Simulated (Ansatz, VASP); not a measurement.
AlO2: VASP beside Ansatz

Contents of INCAR:

```
ALGO = Normal ; EDIFF = 1E-6
EDIFFG = -0.04 ; ENCUT = 600
GGA = PE ; IBRION = 2
ISIF = 3 ; ISMEAR = 0
LASPH = True ; LCHARG = False
LREAL = False ; LWAVE = False
NELM = 80 ; NSW = 90
PREC = Accurate ; SIGMA = 0.1
```

KPOINTS

```
k-points
0
Gamma
  6 6 4
```

File POSCAR:

```
AlO2
1.0
    1.8282264400     -2.4509817800      0.0000000000
    1.8282264400      2.4509817800      0.0000000000
    0.0000000000      0.0000000000      4.4701370100
Al O
1 2
Direct
    0.5000000000      0.5000000000      0.5000000000
    0.5000000000      0.5000000000      0.8146551900
    0.5000000000      0.5000000000      0.1853448100
```

Input for Ansatz:

```yaml
crystal:
  lattice:
    - [1.82822644, -2.45098178, 0.0]
    - [1.82822644, 2.45098178, 0.0]
    - [0.0, 0.0, 4.47013701]
  atoms:
    - { symbol: Al, position: [0.5, 0.5, 0.5] }
    - { symbol: O, position: [0.5, 0.5, 0.81465519] }
    - { symbol: O, position: [0.5, 0.5, 0.18534481] }
basis:
  ecutwfc: 420
kpoints:
  mp_grid: { grid: [6, 6, 4] }
hamiltonian:
  xc: pbe
scf:
  occupations: { method: gaussian, width: 0.1 }
  lower_state_search: "off"
output:
  forces: true
  stress: true
  eigenvalues: true
relax:
  adjacent_minimum: "off"
  f_tol: 0.04
  max_steps: 70
  cell: { stress_tol: 0.4 }
```

Alike in both runs: task relaxation of cell and atoms; functional PBE; k mesh 6 × 6 × 4; occupations gaussian, width 0.1 eV; no spin polarisation.

```csv
,VASP,Ansatz
version,VASP 6.6.1,Ansatz 0.2.0
potentials or method,"VASP PAW PBE potentials, release 64 (Al, O), cutoff 600 eV","scalar-relativistic, plane waves, PAW"
valence electrons in the cell,15,15
```

|  | VASP | Ansatz | Ansatz less VASP |
| --- | --- | --- | --- |
| gap on the k mesh at the Fermi level, each at its own relaxed structure (eV) | none | none | - |
| relaxed volume (Å³/atom) | 14.29 | 14.27 | -0.026 |
| relaxed cell length with the largest relative difference (Å) | 3.205 | 3.197 | -0.0073 |

A gap of «none» marks a metal or a gap that the smearing closes.
